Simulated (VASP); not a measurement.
A run of VASP 6.6.1:

The input INCAR:

```
PREC = Accurate
ENCUT = 600
EDIFF = 1E-6
ISMEAR = -1
SIGMA = 0.05
LREAL = F
LASPH = T
NELM = 80
ALGO = Normal
ISIF = 3
LWAVE = F
LCHARG = F
GGA = PS
IBRION = 2
NSW = 60
EDIFFG = -0.005
```

Contents of KPOINTS:

```
regular mesh
0
Gamma
  12 12 12
```

POSCAR

```
CdTe
1.0
    0.0000000000      3.1072325060      3.1072325060
    3.1072325060      0.0000000000      3.1072325060
    3.1072325060      3.1072325060      0.0000000000
Cd Te
1 1
Direct
    0.0000000000      0.0000000000      0.0000000000
    0.2500000000      0.2500000000      0.2500000000
```

Potentials or basis: VASP PAW PBE potentials, release 64 (Cd, Te).

Run with:

```bash
$ cat potpaw_PBE.64/Cd/POTCAR potpaw_PBE.64/Te/POTCAR > POTCAR
$ mpirun -np 1 vasp_std > vasp.out
```

Hardware: 1 thread of Intel(R) Xeon(R) Platinum 8259CL CPU @ 2.50GHz (Skylake/Cascade Lake), on a shared host.

Task: How long does it take, and how much memory?

Result: It took 3 min on 1 thread of Intel(R) Xeon(R) Platinum 8259CL CPU @ 2.50GHz (Skylake/Cascade Lake) (shared host), peak memory 0.27 GiB. Counts: scf iterations 43, k points 72, ion steps 5.
